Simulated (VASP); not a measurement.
Crystal: Se.

```
Se
1.0
     4.36620    0.00000    0.00000
    -2.18310    3.78124    0.00000
     0.00000    0.00000    4.95360
Se
3
Direct
  0.22540 0.00000 0.33333
  0.00000 0.22540 0.66667
  0.77460 0.77460 0.00000
```

| Item | Value |
| --- | --- |
| Program | VASP 6.6.1 |
| Task | relaxation of cell and atoms |
| Functional | PBEsol |
| Potentials or basis | VASP PAW PBE potentials, release 64 (Se) |
| Cutoff | 600 eV |
| k mesh | 6 × 6 × 6 |
| Occupations | gaussian, width 0.02 eV |
| Spin | no spin polarisation |

At the start: pressure 0.4 GPa; volume 27.26 Å³/atom.

Problem. Where does the relaxation end?

Solution. Over 16 steps the energy falls by 24.6 meV/atom and the volume is 24.13 Å³/atom (-11.5 %); space group P3_121 (No. 152, to 0.05 Å).

Step by step:
| step | energy change (eV) | largest force (eV/Å) | pressure (GPa) | volume (Å³) |
| --- | --- | --- | --- | --- |
| 1 | 0.0000 | 0.3318 | 0.36 | 81.78 |
| 2 | -0.0097 | 0.0114 | -1.32 | 82.51 |
| 3 | -0.0100 | 0.0376 | -1.07 | 82.40 |
| 4 | -0.0235 | 0.0439 | -0.98 | 80.96 |
| 5 | -0.0567 | 0.0815 | -0.37 | 76.70 |
| 6 | -0.0493 | 0.1969 | 2.70 | 68.43 |
| 7 | -0.0690 | 0.1505 | 0.63 | 73.32 |
| 8 | -0.0694 | 0.1620 | 0.97 | 72.32 |
| 9 | -0.0733 | 0.0091 | 0.03 | 71.86 |
| 10 | -0.0735 | 0.0179 | 0.19 | 71.94 |
| 11 | -0.0735 | 0.0152 | 0.17 | 71.94 |
| 12 | -0.0736 | 0.0081 | 0.07 | 72.18 |
| 13 | -0.0737 | 0.0010 | -0.03 | 72.42 |
| 14 | -0.0737 | 0.0015 | -0.03 | 72.40 |
| 15 | -0.0737 | 0.0018 | -0.02 | 72.39 |
| 16 | -0.0737 | 0.0035 | 0.00 | 72.39 |

Final structure:
```xyz
3
Lattice="4.0384 0.0000 0.0000 -2.0192 3.4973 0.0000 0.0000 0.0000 5.1257" Properties=species:S:1:pos:R:3 pbc="T T T"
Se    1.0066    0.0000    1.7086
Se    3.5350    0.8718    3.4171
Se    1.5159    2.6256    0.0000
```

Caveat: the PAW data sets were made with another functional, which shifts forces and pressure a little; the volume moved by -11 % from the deposited cell, more than functionals usually miss.
